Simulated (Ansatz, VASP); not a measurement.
**Zr4Ag: VASP beside Ansatz**

```xyz
5
Lattice="-3.1873 3.1873 3.1873 3.1873 -3.1873 3.1873 3.1873 3.1873 -3.1873" Properties=species:S:1:pos:R:3 pbc="T T T"
Zr    1.5936    1.5936    1.5936
Zr    1.5936    1.5936   -1.5936
Zr    1.5936   -1.5936    1.5936
Zr   -1.5936    1.5936    1.5936
Ag    0.0000    0.0000    0.0000
```

Alike in both runs: functional PBE; k mesh 4 × 4 × 4; occupations gaussian, width 0.2 eV; no spin polarisation.

Ansatz relaxed the structure, and its values are those at the end. VASP's run is a single point on that final structure, the one shown.

|  | VASP | Ansatz |
| --- | --- | --- |
| version | VASP 6.6.1 | Ansatz 0.2.0 |
| potentials or method | VASP PAW PBE potentials, release 64 (Zr_sv, Ag), cutoff 520 eV | scalar-relativistic, plane waves, PAW |
| valence electrons in the cell | 59 | 67 |

```csv
,VASP,Ansatz,Ansatz less VASP
gap on the k mesh at the Fermi level (eV),none,none,-
pressure (GPa),0.6,0.7,+0.06
```

A gap of «none» marks a metal or a gap that the smearing closes. VASP's potentials hold 59 valence electrons a cell and Ansatz's 67, so a difference there can come from the potentials and not from the codes.
